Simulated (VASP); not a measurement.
# Sb6Au (Fm-3m) in VASP: further runs

The runs below take Sb6Au through single point, with PBE.

Program: VASP 6.6.1. These are calculated values, not measurements. Logs are shortened: lines on timing, memory, paths and dates and some standing lists are left out, and cuts for length are marked.

**1. The cell of the first run**

The structure is cubic, space group Fm-3m (No. 225). Conventional cell: a = 10.083 Å, b = 10.083 Å, c = 10.083 Å, α = 90.00°, β = 90.00°, γ = 90.00°. Within 3.7 Å of Sb (site symmetry 4mm) lie 1 Au at 2.81 Å and 4 Sb at 3.15 Å. Within 3.7 Å of Au (site symmetry m-3m) lie 6 Sb at 2.81 Å.

**2. Single point, PBE (atoms taken out)**

File INCAR:

```
ALGO = Normal
EDIFF = 1E-7
ENCUT = 520
GGA = PE
ISIF = 2
ISMEAR = 0
LASPH = True
LCHARG = False
LREAL = False
LWAVE = False
NBANDS = 30
NELM = 100
PREC = Accurate
SIGMA = 0.1
```

File KPOINTS:

```
k-points
0
Gamma
  4 4 4
```

File POSCAR:

```
Sb6Au
1.0
    0.0000000000      5.0414217390      5.0414217390
    5.0414217390      0.0000000000      5.0414217390
    5.0414217390      5.0414217390      0.0000000000
Sb Au
6 1
Direct
    0.7210188716      0.2789811284      0.2789811284
    0.2789811284      0.7210188716      0.7210188716
    0.2789811284      0.7210188716      0.2789811284
    0.7210188716      0.2789811284      0.7210188716
    0.2789811284      0.2789811284      0.7210188716
    0.7210188716      0.7210188716      0.2789811284
    0.0000000000      0.0000000000      0.0000000000
```

Potentials or basis: VASP PAW PBE potentials, release 64 (Sb, Au).

Launch:

```
> cat potpaw_PBE.64/Sb/POTCAR potpaw_PBE.64/Au/POTCAR > POTCAR
> mpirun -np 1 vasp_std > vasp.out
```

OUTCAR:

```text
EDIFF = 1E-7
   ENCUT = 520
   GGA = PE
   ISIF = 2
   ISMEAR = 0
   LASPH = True
   LREAL = False
   NELM = 100
   PREC = Accurate

 ion  position               nearest neighbor table
   1  0.721  0.279  0.279-   7 2.81   4 3.15   5 3.15   6 3.15   3 3.15
   2  0.279  0.721  0.721-   7 2.81   4 3.15   5 3.15   6 3.15   3 3.15
   3  0.279  0.721  0.279-   7 2.81   2 3.15   5 3.15   6 3.15   1 3.15
   4  0.721  0.279  0.721-   7 2.81   2 3.15   5 3.15   6 3.15   1 3.15
   5  0.279  0.279  0.721-   7 2.81   2 3.15   3 3.15   4 3.15   1 3.15
   6  0.721  0.721  0.279-   7 2.81   2 3.15   3 3.15   4 3.15   1 3.15
   7  0.000  0.000  0.000-   1 2.81   2 2.81   3 2.81   4 2.81   5 2.81   6 2.81

  LATTYP: Found a face centered cubic cell.
 ALAT       =    10.0828434780

  Lattice vectors:

 A1 = (   0.0000000000,   5.0414217390,   5.0414217390)
 A2 = (   5.0414217390,   0.0000000000,   5.0414217390)
 A3 = (   5.0414217390,   5.0414217390,   0.0000000000)

Analysis of symmetry for initial positions (statically):
=====================================================================
 Subroutine PRICEL returns:
 Original cell was already a primitive cell.

 Routine SETGRP: Setting up the symmetry group for a
 face centered cubic supercell.

 Subroutine GETGRP returns: Found 48 space group operations
 (whereof 48 operations were pure point group operations)
 out of a pool of 48 trial point group operations.

The static configuration has the point symmetry O_h .

Analysis of symmetry for dynamics (positions and initial velocities):
=====================================================================
 Subroutine PRICEL returns:
 Original cell was already a primitive cell.

 Routine SETGRP: Setting up the symmetry group for a
 face centered cubic supercell.

 Subroutine GETGRP returns: Found 48 space group operations
 (whereof 48 operations were pure point group operations)
 out of a pool of 48 trial point group operations.

The dynamic configuration has the point symmetry O_h .

 Subroutine INISYM returns: Found 48 space group operations
 (whereof 48 operations are pure point group operations),
 and found     1 'primitive' translations

----------------------------------------------------------------------------------------

[... 86 lines left out ...]
   LREAL  =      F    real-space projection
   EDIFFG = 0.1E-05   stopping-criterion for IOM
   NSW    =      0    number of steps for IOM
   IBRION =     -1    ionic relax: 0-MD 1-quasi-New 2-CG
   NFREE  =      0    steps in history (QN), initial steepest desc. (CG)
   ISIF   =      2    stress and relaxation
   ISYM   =      2    0-nonsym 1-usesym 2-fastsym
   POTIM  = 0.5000    time-step for ionic-motion
   TEBEG  =    0.0;   TEEND  =   0.0 temperature during run
   PSTRESS=    0.0 pullay stress
   NELECT =      41.0000    total number of electrons
   NUPDOWN=      -1.0000    fix difference up-down
   EMIN   =  10.00;   EMAX   =-10.00  energy-range for DOS
   EFERMI =   0.00;   METHOD = LEGACY
   ISMEAR =     0;   SIGMA  =   0.10  broadening in eV -4-tet -1-fermi 0-gaus
   EFERMI_NEDOS =   21; number of points for ismear=-14 and -15
   IALGO  =     38    algorithm
   IMIX   =      4    mixing-type and parameters
     AMIX     =   0.40;   BMIX     =  1.00
     AMIX_MAG =   1.60;   BMIX_MAG =  1.00
  volume/ion in A,a.u.               =      36.61       247.05
  Fermi-wavevector in a.u.,A,eV,Ry     =   0.888737  1.679469 10.746600  0.789853
  Thomas-Fermi vector in A             =   2.010205
   LORBIT       =      0    0 simple, 1 ext, 2 COOP (PROOUT), +10 PAW based schemes
   GGA     = PE    functional components
   LHFCALC =     F    Hartree Fock is set to
   AEXX    =    0.0000 exact exchange contribution
   IVDW    =     0    specifies the selected vdW correction
   LEPSILON=     F    determine dielectric tensor
   LRPA    =     F    only Hartree local field effects (RPA)
 non-spin polarized calculation
 Gauss-broadening in eV      SIGMA  =   0.10
  energy-cutoff  :      520.00
  volume of cell :      256.26
 maximum number of plane-waves:      6934
 NGX is ok and might be reduce to    54
   NGX = 27   NGY = 27   NGZ = 27

 number of electron      41.0000002 magnetization

 Free energy of the ion-electron system (eV)
  ---------------------------------------------------
  ext. energy  EPLUGINS =         0.00000000
  ---------------------------------------------------
  free energy    TOTEN  =       -25.34890971 eV

  energy without entropy =      -25.31342729  energy(sigma->0) =      -25.33116850

 E-fermi :   4.7571     XC(G=0):  -8.4577

 val. band max:        4.7227899385   @ k =   0.5000   0.0000   0.0000
 cond. band min:       4.7638854698   @ k =   0.2500   0.2500   0.0000
 fundamental gap:      0.0410955313
 Fermi energy:         4.7571338862

 k-point     1 :       0.0000    0.0000    0.0000
  band No.  band energies     occupation
      1      -7.1067      2.00000
      2      -4.4119      2.00000
      3      -4.4119      2.00000
      4      -4.4119      2.00000
      5      -3.3551      2.00000
      6      -3.3551      2.00000
[... 253 lines left out ...]
     29       6.8935      0.00000
     30      10.0144      0.00000

------------------------ aborting loop because EDIFF is reached ----------------------------------------

  FORCE on cell =-STRESS in cart. coord.  units (eV):
  Direction    XX          YY          ZZ          XY          YZ          ZX
  --------------------------------------------------------------------------------------
  -------------------------------------------------------------------------------------
  Total        0.0345477      0.0345477      0.0345477     -0.0000000     -0.0000000      0.0000000
  in kB        0.2159932      0.2159932      0.2159932     -0.0000000     -0.0000000      0.0000000
  external PRESSURE =       0.2159932 kB  Pullay stress =       0.0000000 kB

 VOLUME and BASIS-vectors are now :
 -----------------------------------------------------------------------------
  energy-cutoff  :      520.00
  volume of cell :      256.26
      direct lattice vectors                 reciprocal lattice vectors
     0.000000000  5.041421739  5.041421739    -0.099178372  0.099178372  0.099178372
     5.041421739  0.000000000  5.041421739     0.099178372 -0.099178372  0.099178372
     5.041421739  5.041421739  0.000000000     0.099178372  0.099178372 -0.099178372

 POSITION                                       TOTAL-FORCE (eV/Angst)
 -----------------------------------------------------------------------------------
      2.81292      5.04142      5.04142        -0.030273     -0.000000      0.000000
      7.26992      5.04142      5.04142         0.030273     -0.000000      0.000000
      5.04142      2.81292      5.04142        -0.000000     -0.030273      0.000000
      5.04142      7.26992      5.04142        -0.000000      0.030273      0.000000
      5.04142      5.04142      2.81292        -0.000000     -0.000000     -0.030273
      5.04142      5.04142      7.26992        -0.000000     -0.000000      0.030273
      0.00000      0.00000      0.00000         0.000000     -0.000000      0.000000
 -----------------------------------------------------------------------------------
    total drift:                               -0.000000     -0.000000      0.000000

  FREE ENERGIE OF THE ION-ELECTRON SYSTEM (eV)
  ---------------------------------------------------
  free  energy   TOTEN  =       -25.3489097109 eV

  energy  without entropy=      -25.3134272912  energy(sigma->0) =      -25.33116850
```

OSZICAR:

```text
N       E                     dE             d eps       ncg     rms          rms(c)
DAV:   1     0.215732964738E+03    0.21573E+03   -0.13772E+04   480   0.106E+03
DAV:   2    -0.852624121619E+01   -0.22426E+03   -0.21505E+03   574   0.183E+02
DAV:   3    -0.255448797071E+02   -0.17019E+02   -0.16547E+02   588   0.541E+01
DAV:   4    -0.259007195813E+02   -0.35584E+00   -0.35361E+00   548   0.811E+00
DAV:   5    -0.259087374639E+02   -0.80179E-02   -0.80115E-02   614   0.142E+00    0.788E+00
DAV:   6    -0.254202354932E+02    0.48850E+00   -0.35082E+00   492   0.141E+01    0.713E+00
DAV:   7    -0.253635088292E+02    0.56727E-01   -0.40127E-01   510   0.447E+00    0.391E+00
DAV:   8    -0.253550917316E+02    0.84171E-02   -0.14440E-01   512   0.213E+00    0.559E-01
DAV:   9    -0.253480124238E+02    0.70793E-02   -0.38770E-02   512   0.153E+00    0.189E-01
DAV:  10    -0.253486685744E+02   -0.65615E-03   -0.38986E-03   546   0.261E-01    0.375E-02
DAV:  11    -0.253488509393E+02   -0.18236E-03   -0.21718E-04   604   0.695E-02    0.254E-02
DAV:  12    -0.253489035603E+02   -0.52621E-04   -0.78537E-05   504   0.365E-02    0.201E-02
DAV:  13    -0.253489065467E+02   -0.29863E-05   -0.24727E-05   552   0.350E-02    0.341E-03
DAV:  14    -0.253489094560E+02   -0.29094E-05   -0.57732E-06   510   0.977E-03    0.272E-03
DAV:  15    -0.253489097031E+02   -0.24703E-06   -0.53714E-07   566   0.441E-03    0.104E-03
DAV:  16    -0.253489097109E+02   -0.78671E-08   -0.96622E-08   368   0.155E-03
   1 F= -.25348910E+02 E0= -.25331169E+02  d E =-.354824E-01
```

stdout:

```text
POSCAR found type information on POSCAR SbAu
 POSCAR found :  2 types and       7 ions
 scaLAPACK will be used
 LDA part: xc-table for (Slater+PW92), standard interpolation
 POSCAR, INCAR and KPOINTS ok, starting setup
 FFT: planning ... GRIDC
 FFT: planning ... GRID_SOFT
 FFT: planning ... GRID
 WAVECAR not read
 entering main loop
```

Run time: 55 s. Hardware: 1 thread of AMD EPYC 9R45 (Zen 5), shared host; peak memory 0.37 GiB.

Results:

- Free energy: -25.3489 eV
- Pressure: 0.0 GPa
- Largest force: 0.030 eV/Å
- Band gap on the k mesh: zero (an odd number of electrons rules out a gap without spin polarisation)

Forces in eV/Å, atoms in the order of the input:
```
Sb  -0.030  0.000  0.000
Sb   0.030  0.000  0.000
Sb   0.000 -0.030  0.000
Sb   0.000  0.030  0.000
Sb   0.000  0.000 -0.030
Sb   0.000  0.000  0.030
Au   0.000  0.000  0.000
```

Levels at points of the mesh, in eV from the Fermi level:
| k point | band 18 | band 19 | band 20 | band 21 | band 22 | band 23 |
| --- | --- | --- | --- | --- | --- | --- |
| (0.00, 0.00, 0.00) | -2.97 | 0.53 | 0.58 | 0.58 | 0.58 | 2.30 |
| (0.50, 0.00, 0.00) | -0.97 | -0.51 | -0.28 | -0.28 | -0.03 | -0.03 |
| (0.50, 0.50, 0.00) | -2.04 | -0.94 | -0.60 | -0.49 | -0.49 | -0.44 |

Caveat: the cell differs from its parent crystal (atoms taken out); spin-orbit coupling is left out, which moves the levels of the heavy elements.

**3. Single point, PBE (atoms taken out)**

File INCAR:

```
SYSTEM = Sb6Au
ALGO = Normal ; EDIFF = 1E-6
ENCUT = 520 ; GGA = PE
ISIF = 2 ; ISMEAR = 0
LASPH = .TRUE. ; LCHARG = .FALSE.
LREAL = .FALSE. ; LWAVE = .FALSE.
NBANDS = 30 ; NELM = 80
PREC = Accurate ; SIGMA = 0.1
```

File KPOINTS:

```
k-points
0
G
  6 6 6
  0 0 0
```

File POSCAR:

```
Sb6Au
1.0
    0.0000000000      5.0470510014      5.0470510014
    5.0470510014      0.0000000000      5.0470510014
    5.0470510014      5.0470510014      0.0000000000
Sb Au
6 1
Direct
    0.7203831600      0.2796168400      0.2796168400
    0.2796168400      0.7203831600      0.7203831600
    0.2796168400      0.7203831600      0.2796168400
    0.7203831600      0.2796168400      0.7203831600
    0.2796168400      0.2796168400      0.7203831600
    0.7203831600      0.7203831600      0.2796168400
    0.0000000000      0.0000000000      0.0000000000
```

Potentials or basis: VASP PAW PBE potentials, release 64 (Sb, Au).

Launch:

```
> cat potpaw_PBE.64/Sb/POTCAR potpaw_PBE.64/Au/POTCAR > POTCAR
> mpirun -np 1 vasp_std > vasp.out
```

It took 93 s on 1 thread of AMD EPYC 9R45 (Zen 5), shared host; peak memory 0.41 GiB.

Results (log left out):

- Free energy: -25.2912 eV
- Pressure: -0.1 GPa
- Largest force: 0.013 eV/Å
- Band gap on the k mesh: zero (an odd number of electrons rules out a gap without spin polarisation)

Forces in eV/Å, atoms in the order of the input:
```
Sb  -0.013  0.000  0.000
Sb   0.013  0.000  0.000
Sb   0.000 -0.013  0.000
Sb   0.000  0.013  0.000
Sb   0.000  0.000 -0.013
Sb   0.000  0.000  0.013
Au   0.000  0.000  0.000
```

Levels at points of the mesh, in eV from the Fermi level:
| k point | band 17 | band 18 | band 19 | band 20 | band 21 | band 22 | band 23 | band 24 |
| --- | --- | --- | --- | --- | --- | --- | --- | --- |
| (0.00, 0.00, 0.00) | -2.88 | -2.88 | 0.60 | 0.68 | 0.68 | 0.68 | 2.39 | 2.39 |
| (0.50, 0.00, 0.00) | -0.88 | -0.88 | -0.40 | -0.19 | -0.19 | 0.07 | 0.07 | 1.21 |
| (0.50, 0.50, 0.00) | -1.96 | -1.96 | -0.89 | -0.49 | -0.37 | -0.37 | -0.33 | 1.28 |

Caveat: the cell differs from its parent crystal (atoms taken out); spin-orbit coupling is left out, which moves the levels of the heavy elements.

The gap in the log of VASP goes by the Fermi energy; the results here count the filled bands.